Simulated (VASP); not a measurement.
Input of a VASP 6.6.1 run:

The input INCAR:

```
PREC = Accurate
ENCUT = 520
EDIFF = 1E-7
ISMEAR = -1
SIGMA = 0.02
LREAL = False
LASPH = True
NELM = 80
ALGO = Normal
ISIF = 2
LWAVE = False
LCHARG = False
NBANDS = 20
```

Contents of KPOINTS:

```
Automatic mesh
0
Gamma
  8 8 8
```

File POSCAR:

```
CdF2
1.0
    0.0000000000      2.7209400000      2.6940000000
    2.7209400000      0.0000000000      2.6940000000
    2.7209400000      2.7209400000      0.0000000000
Cd F
1 2
Direct
    0.0000000000      0.0000000000      0.0000000000
    0.2500000000      0.2500000000      0.2500000000
    0.7500000000      0.7500000000      0.7500000000
```

Potentials or basis: VASP PAW LDA potentials, release 64 (Cd, F).

The run is started by

```bash
$ cat potpaw_LDA.64/Cd/POTCAR potpaw_LDA.64/F/POTCAR > POTCAR
$ mpirun -np 1 vasp_std > vasp.out
```

(1) What does it give for the pressure?

(2) Estimate the band gap on the k mesh.

Results:

(1) -6.7 GPa.

(2) 2.72 eV (least direct gap 3.22 eV).

Caveat: the cell differs from its parent crystal (equal xx and yy strain of +1 %); the cell stands under tension.
